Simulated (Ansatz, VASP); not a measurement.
**CdTe: VASP beside Ansatz**

File POSCAR:

```
CdTe
1.0
    0.0000000000      3.0160204726      3.6192245671
    3.0160204726      0.0000000000      3.6192245671
    3.0160204726      3.0160204726      0.0000000000
Cd Te
1 1
Direct
    0.0000000000      0.0000000000      0.0000000000
    0.7500000000      0.7500000000      0.7500000000
```

File INCAR.step1:

```
ALGO     = Normal         # electronic algorithm
EDIFF    = 1E-4           # SCF threshold, eV
ENCUT    = 520            # plane-wave cutoff, eV
GGA      = PE             # functional
ISMEAR   = 0              # smearing method
LASPH    = T              # aspherical terms in the spheres
LCHARG   = F              # write CHGCAR
LREAL    = F              # projectors in reciprocal space
LWAVE    = T              # write WAVECAR
NBANDS   = 16             # bands
NELM     = 100            # most SCF steps
PREC     = Accurate       # precision mode
SIGMA    = 0.05           # smearing width, eV
```

INCAR.step2

```
ALGO     = Normal         # electronic algorithm
EDIFF    = 1E-7           # SCF threshold, eV
ENCUT    = 520            # plane-wave cutoff, eV
ISIF     = 2              # what is computed and relaxed
ISMEAR   = 0              # smearing method
ISTART   = 1            
LASPH    = T              # aspherical terms in the spheres
LCHARG   = F              # write CHGCAR
LMIXTAU  = T            
LREAL    = F              # projectors in reciprocal space
LWAVE    = F              # write WAVECAR
METAGGA  = R2SCAN         # meta-GGA
NBANDS   = 16             # bands
NELM     = 100            # most SCF steps
PREC     = Accurate       # precision mode
SIGMA    = 0.05           # smearing width, eV
```

The input KPOINTS:

```
k-points
0
Gamma
  8 8 8
```

Input for Ansatz:

```yaml
crystal:
  lattice:
    - [0.0, 3.0160204726, 3.6192245671]
    - [3.0160204726, 0.0, 3.6192245671]
    - [3.0160204726, 3.0160204726, 0.0]
  atoms:
    - { symbol: Cd, position: [0.0, 0.0, 0.0] }
    - { symbol: Te, position: [0.75, 0.75, 0.75] }
basis:
  ecutwfc: 500
kpoints:
  mp_grid: { grid: [8, 8, 8] }
hamiltonian:
  xc: r2scan
scf:
  occupations: { method: gaussian, width: 0.05 }
output:
  forces: true
  stress: true
  eigenvalues: true
```

Alike in both runs: task single point; functional r2SCAN; k mesh 8 × 8 × 8; occupations gaussian, width 0.05 eV; no spin polarisation.

```csv
,VASP,Ansatz
version,VASP 6.6.1,Ansatz 0.2.0
potentials or method,"VASP PAW PBE potentials, release 64 (Cd, Te), cutoff 520 eV","scalar-relativistic, plane waves, PAW"
valence electrons in the cell,18,36
```

|  | VASP | Ansatz | Ansatz less VASP |
| --- | --- | --- | --- |
| gap on the k mesh at the Fermi level (eV) | 0.94 | 0.95 | +0.006 |
| least direct gap on the mesh (eV) | 0.94 | 0.95 | +0.006 |
| pressure (GPa) | 2.8 | 2.6 | -0.15 |
| traceless stress, the component that is largest in VASP (GPa) | -2.79 | -2.79 | +0.006 |

VASP's potentials were made for PBE, not for r2SCAN. VASP's potentials hold 18 valence electrons a cell and Ansatz's 36, so a difference there can come from the potentials and not from the codes.

Neither program's run includes spin-orbit coupling.
